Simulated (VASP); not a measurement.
Here is a VASP 6.6.1 calculation.

The input INCAR:

```
SYSTEM = NiO
ALGO     = Normal         ! electronic algorithm
EDIFF    = 1E-6           ! SCF threshold, eV
ENCUT    = 600            ! plane-wave cutoff, eV
GGA      = PS             ! functional
GGA_COMPAT= .False.      
ISIF     = 2              ! what is computed and relaxed
ISMEAR   = 0              ! smearing method
ISPIN    = 2              ! spin polarisation
LASPH    = .True.         ! aspherical terms in the spheres
LCHARG   = .True.         ! write CHGCAR
LDAU     = .True.         ! DFT+U
LDAUJ    = 0 0          
LDAUL    = 2 -1           ! shell
LDAUPRINT= 1            
LDAUTYPE = 2            
LDAUU    = 4 0            ! U, eV
LELF     = .True.         ! ELF
LMAXMIX  = 4              ! l up to which the mixer works
LORBIT   = 11             ! projections on sites
LREAL    = .False.        ! projectors in reciprocal space
LVHAR    = .True.       
LWAVE    = .False.        ! write WAVECAR
MAGMOM   = 1.67 0.27      ! initial moments
NBANDS   = 23             ! bands
NELM     = 200            ! most SCF steps
PREC     = Accurate       ! precision mode
SIGMA    = 0.05           ! smearing width, eV
```

KPOINTS

```
k-points
0
Gamma
  8 8 8
  0 0 0
```

File POSCAR:

```
NiO
1.0
    0.0000000000      2.0913095100      2.0913095100
    2.0913095100      0.0000000000      2.0913095100
    2.0913095100      2.0913095100      0.0000000000
Ni O
1 1
Direct
    0.0000000000      0.0000000000      0.0000000000
    0.5000000000      0.5000000000      0.5000000000
```

Potentials or basis: VASP PAW PBE potentials, release 64 (Ni_sv_GW, O).

Launch:

```sh
$ cat potpaw_PBE.64/Ni_sv_GW/POTCAR potpaw_PBE.64/O/POTCAR > POTCAR
$ mpirun -np 1 vasp_std > vasp.out
```

(1) Predict the site moments.

(2) Predict the net moment.

(3) What does it give for the band gap on the k mesh?

(4) What does it give for the pressure?

Answers

(1) Ni +1.73; O +0.23 μB.

(2) 2.00 μB per cell.

(3) 1.28 eV, indirect (least direct gap 2.23 eV).

(4) -3.5 GPa.

Caveat: the PAW data sets were made with another functional, which shifts forces and pressure a little; a cell with one magnetic atom can't hold antiferromagnetic order, which such compounds often take.
